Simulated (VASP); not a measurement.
## TaN: single point with r2SCAN

The system is TaN.

```
Ta N
1.0
     0.00000    2.17900    2.17900
     2.17900    0.00000    2.17900
     2.17900    2.17900    0.00000
Ta N
1 1
Direct
  0.50000 0.50000 0.50000
  0.97992 0.97992 0.02008
```

This cell differs from its parent crystal: all N atoms moved +0.087 Å, as atom 2 towards its neighbour atom 1 (Ta) at 2.179 Å.

```json
{
 "Program": "VASP 6.6.1",
 "Task": "single point",
 "Functional": "r2SCAN",
 "Potentials or basis": "VASP PAW PBE potentials, release 64 (Ta_sv_GW, N)",
 "Cutoff": "770 eV",
 "k mesh": "18 × 18 × 18",
 "Occupations": "gaussian, width 0.15 eV",
 "Spin": "no spin polarisation"
}
```

```
Pressure               : 11.3 GPa
Largest force          : 0.825 eV/Å
Band gap on the k mesh : zero (bands 9 and 10 overlap by 3.96 eV)
```

Forces in eV/Å, atoms in the order of the input:
```
Ta   0.000  0.000 -0.825
N    0.000  0.000  0.825
```

Stress tensor (GPa, compression positive):
```
 9.88  0.00  0.00
 0.00  9.88  0.00
 0.00  0.00 14.02
```

Levels at points of the mesh, in eV from the Fermi level:
```
           k point  band 5  band 6  band 7  band 8  band 9  band 10  band 11  band 12  band 13  band 14
(0.00, 0.00, 0.00)  -20.22   -4.44   -4.44   -4.42   -2.22    -1.98    -1.98     0.19     0.44     1.98
(0.50, 0.00, 0.00)  -17.07  -11.04   -8.17   -8.16    1.98     2.05     2.15     4.08     7.99     8.25
(0.50, 0.50, 0.00)  -18.98   -7.12   -5.79   -5.07   -5.07     2.37     3.73     3.73     4.90     7.39
(0.00, 0.50, 0.50)  -18.98   -7.15   -6.24   -5.10   -4.58     2.42     3.73     3.73     4.99     7.74
```

Wall time 6.3 min on 1 thread of Intel(R) Xeon(R) 6975P-C (Granite Rapids), with other jobs on the host, peak memory 0.43 GiB.

Caveat: the cell differs from its parent crystal (all N atoms moved +0.087 Å, as atom 2 towards its neighbour atom 1 (Ta) at 2.179 Å); the cell stands under pressure; the PAW data sets were made with another functional, which shifts forces and pressure a little; spin-orbit coupling is left out, which moves the levels of the heavy elements.
